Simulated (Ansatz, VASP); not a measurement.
## One calculation of Ca2BO6, two programs

INCAR

```
ALGO = Normal
EDIFF = 1E-6
ENCUT = 520
GGA = PE
ISIF = 2
ISMEAR = 0
LASPH = T
LCHARG = F
LREAL = F
LWAVE = F
NBANDS = 40
NELM = 100
PREC = Accurate
SIGMA = 0.1
```

File KPOINTS:

```
k-points
0
Gamma
  4 4 4
```

POSCAR

```
Ca2BO6
1.0
    0.0000000000      3.5609969100      3.5609969100
    3.5609969100      0.0000000000      3.5609969100
    3.5609969100      3.5609969100      0.0000000000
Ca B O
2 1 6
Direct
    0.2500000000      0.2500000000      0.2500000000
    0.7500000000      0.7500000000      0.7500000000
    0.0000000000      0.0000000000      0.0000000000
    0.7533882000      0.2466118000      0.2466118000
    0.2466118000      0.7533882000      0.2466118000
    0.2466118000      0.2466118000      0.7533882000
    0.2466118000      0.7533882000      0.7533882000
    0.7533882000      0.2466118000      0.7533882000
    0.7533882000      0.7533882000      0.2466118000
```

Input for Ansatz:

```yaml
crystal:
  lattice:
    - [0.0, 3.56099691, 3.56099691]
    - [3.56099691, 0.0, 3.56099691]
    - [3.56099691, 3.56099691, 0.0]
  atoms:
    - { symbol: Ca, position: [0.25, 0.25, 0.25] }
    - { symbol: Ca, position: [0.75, 0.75, 0.75] }
    - { symbol: B, position: [0.0, 0.0, 0.0] }
    - { symbol: O, position: [0.7533882, 0.2466118, 0.2466118] }
    - { symbol: O, position: [0.2466118, 0.7533882, 0.2466118] }
    - { symbol: O, position: [0.2466118, 0.2466118, 0.7533882] }
    - { symbol: O, position: [0.2466118, 0.7533882, 0.7533882] }
    - { symbol: O, position: [0.7533882, 0.2466118, 0.7533882] }
    - { symbol: O, position: [0.7533882, 0.7533882, 0.2466118] }
basis:
  ecutwfc: 420
kpoints:
  mp_grid: { grid: [4, 4, 4] }
hamiltonian:
  xc: pbe
scf:
  occupations: { method: gaussian, width: 0.1 }
  lower_state_search: "off"
output:
  forces: true
  stress: true
  eigenvalues: true
```

Alike in both runs: task single point; functional PBE; k mesh 4 × 4 × 4; occupations gaussian, width 0.1 eV; no spin polarisation.

```csv
,VASP,Ansatz
version,VASP 6.6.1,Ansatz 0.2.0
potentials or method,"VASP PAW PBE potentials, release 64 (Ca_sv, B, O), cutoff 520 eV","scalar-relativistic, plane waves, PAW"
valence electrons in the cell,59,59
```

|  | VASP | Ansatz | Ansatz less VASP |
| --- | --- | --- | --- |
| gap on the k mesh at the Fermi level (eV) | none | none | - |
| pressure (GPa) | -4.9 | -5.4 | -0.43 |
| rms of the force components (eV/Å) | 0.869 | 0.876 | +0.0069 |

Atom by atom the forces differ by 0.007 eV/Å (rms over components). A gap of «none» marks a metal or a gap that the smearing closes.

The k mesh is coarse, so the values compare programs but aren't converged.
